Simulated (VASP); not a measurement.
K:

```xyz
1
Lattice="-2.6125 2.6125 2.6125 2.6125 -2.6125 2.6125 2.6125 2.6125 -2.6125" Properties=species:S:1:pos:R:3 pbc="T T T"
K     0.0000    0.0000    0.0000
```

- Program: VASP 6.6.1
- Task: relaxation of volume and atoms at fixed shape
- Functional: r2SCAN
- Potentials or basis: VASP PAW PBE potentials, release 64 (K_sv)
- Cutoff: 600 eV
- k mesh: 5 × 5 × 5
- Occupations: gaussian, width 0.02 eV
- Spin: no spin polarisation

At the start: pressure 0.3 GPa; volume 71.32 Å³/atom.

Q: How do energy, volume and symmetry change on relaxing?

A: Over 5 steps the energy falls by 4.0 meV/atom and the volume is 76.37 Å³/atom (+7.1 %); space group Im-3m (No. 229, to 0.1 Å) before and after.

The path:
```
step  energy change (eV)  largest force (eV/Å)  pressure (GPa)  volume (Å³)
   1              0.0000                0.0000            0.27        71.32
   2             -0.0018                0.0000            0.19        72.57
   3             -0.0034                0.0000            0.10        74.36
   4             -0.0035                0.0000           -0.08        78.04
   5             -0.0040                0.0000            0.00        76.37
```

Final structure:
```xyz
1
Lattice="-2.6727 2.6727 2.6727 2.6727 -2.6727 2.6727 2.6727 2.6727 -2.6727" Properties=species:S:1:pos:R:3 pbc="T T T"
K     0.0000    0.0000    0.0000
```

Caveat: the PAW data sets were made with another functional, which shifts forces and pressure a little.
